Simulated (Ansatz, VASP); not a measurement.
# BaCaBr4: VASP beside Ansatz

```
Ba Ca Br
1.0
     0.00000    4.66883    4.66883
     4.66883    0.00000    4.66883
     4.66883    4.66883    0.00000
Ba Ca Br
1 1 4
Cartesian
  0.0000 0.0000 0.0000
  2.3344 2.3344 2.3344
  3.5059 3.5059 5.8318
  3.5059 5.8318 3.5059
  5.8318 3.5059 3.5059
  5.8318 5.8318 5.8318
```

Change from the starting cell: species swapped into the GdInCu4 type (F-43m, No. 216).

Alike in both runs: task relaxation of cell and atoms; functional PBE; k mesh 8 × 8 × 8; occupations gaussian, width 0.1 eV; no spin polarisation.

|  | VASP | Ansatz |
| --- | --- | --- |
| version | VASP 6.6.1 | Ansatz 0.2.0 |
| potentials or method | VASP PAW PBE potentials, release 64 (Ba_sv, Ca_sv, Br), cutoff 600 eV | scalar-relativistic, plane waves, PAW |
| valence electrons in the cell | 48 | 48 |

```csv
,VASP,Ansatz,Ansatz less VASP
"gap on the k mesh at the Fermi level, each at its own relaxed structure (eV)",none,none,-
relaxed volume (Å³/atom),34.26,34.04,-0.222
relaxed cell length with the largest relative difference (Å),6.625,6.610,-0.0143
```

A gap of «none» marks a metal or a gap that the smearing closes.

Neither program's run includes spin-orbit coupling.
